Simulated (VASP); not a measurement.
Runs of VASP 6.6.1 on Re. The structure is that of space group P6_3/mmc (No. 194), or close to it. The cells are those of the table. 

```csv
task,cell,cutoff (eV),gap on the mesh (eV),pressure (GPa)
relaxation of cell and atoms,"relaxed to 1 GPa from a = 2.752, b = 2.752, c = 4.440 Å, angles 90.0, 90.0, 120.0°, 2 atoms",600,none,1.0
single point,"a = 2.719, b = 2.719, c = 4.388 Å, angles 90.0, 90.0, 120.0°, 2 atoms",520,none,15.4
single point,"a = 2.747, b = 2.747, c = 4.432 Å, angles 90.0, 90.0, 120.0°, 2 atoms",520,none,(a)
single point,"a = 2.730, b = 2.730, c = 4.404 Å, angles 90.0, 90.0, 120.0°, 2 atoms",520,none,(b)
single point,"a = 2.750, b = 2.750, c = 4.436 Å, angles 90.0, 90.0, 120.0°, 2 atoms",520,none,1.0
single point,"a = 2.752, b = 2.752, c = 4.440 Å, angles 90.0, 90.0, 120.0°, 2 atoms",520,none,0.0
single point,"a = 2.736, b = 2.736, c = 4.415 Å, angles 90.0, 90.0, 120.0°, 2 atoms",520,none,7.2
single point,"a = 2.743, b = 2.743, c = 4.425 Å, angles 90.0, 90.0, 120.0°, 2 atoms",520,none,4.1
```

Alike in all rows: level PBEsol; potentials or basis VASP PAW PBE potentials, release 64 (Re); no spin polarisation; k mesh 20 × 20 × 12; smearing fermi-dirac 0.1 eV.

Q: Fill in the values left out.

A: (a) 2.1; (b) 10.3.

Caveats: the PAW data sets were made with another functional, which shifts forces and pressure a little; spin-orbit coupling is left out, which moves the levels of the heavy elements; the cell stands under pressure (at least some runs); the cell is relaxed towards a set pressure, so the run minimises the enthalpy, not the energy (at least some runs).

A k mesh can miss the band edges, and the runs leave out spin-orbit coupling on Re.

A gap of «none» marks levels without a gap at the run's occupations.
